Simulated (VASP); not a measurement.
A run of VASP 6.6.1 is set up as follows.

The input INCAR:

```
  ALGO = Normal
  DIPOL = 0.5 0.5 0.500
  EDIFF = 1E-6
  ENCUT = 520
  GGA = CA
  IDIPOL = 3
  ISIF = 2
  ISMEAR = 0
  LASPH = True
  LCHARG = False
  LDIPOL = True
  LREAL = False
  LWAVE = False
  NBANDS = 36
  NELM = 60
  PREC = Accurate
  SIGMA = 0.1
```

The input KPOINTS:

```
k-points
0
Gamma
  12 12 1
```

The input POSCAR:

```
Ag
1.0
    2.8297151295      0.0000000000      0.0000000000
   -1.4148575648      2.4506051876      0.0000000000
    0.0000000000      0.0000000000     24.2418109130
Ag
5
Direct
    0.6666666667      0.3333333333      0.3093828273
    0.3333333333      0.6666666667      0.4046914137
    0.0000000000      0.0000000000      0.5000000000
    0.6666666667      0.3333333333      0.5953085863
    0.3333333333      0.6666666667      0.6906171727
```

Potentials or basis: VASP PAW LDA potentials, release 64 (Ag).

The run is started by

```bash
$ cat potpaw_LDA.64/Ag/POTCAR > POTCAR
$ mpirun -np 1 vasp_std > vasp.out
```

Question: Estimate the largest force.

Answer: 0.056 eV/Å.

Forces in eV/Å, atoms in the order of the input:
```
Ag   0.000  0.000  0.037
Ag   0.000  0.000  0.056
Ag   0.000  0.000  0.000
Ag   0.000  0.000 -0.056
Ag   0.000  0.000 -0.037
```
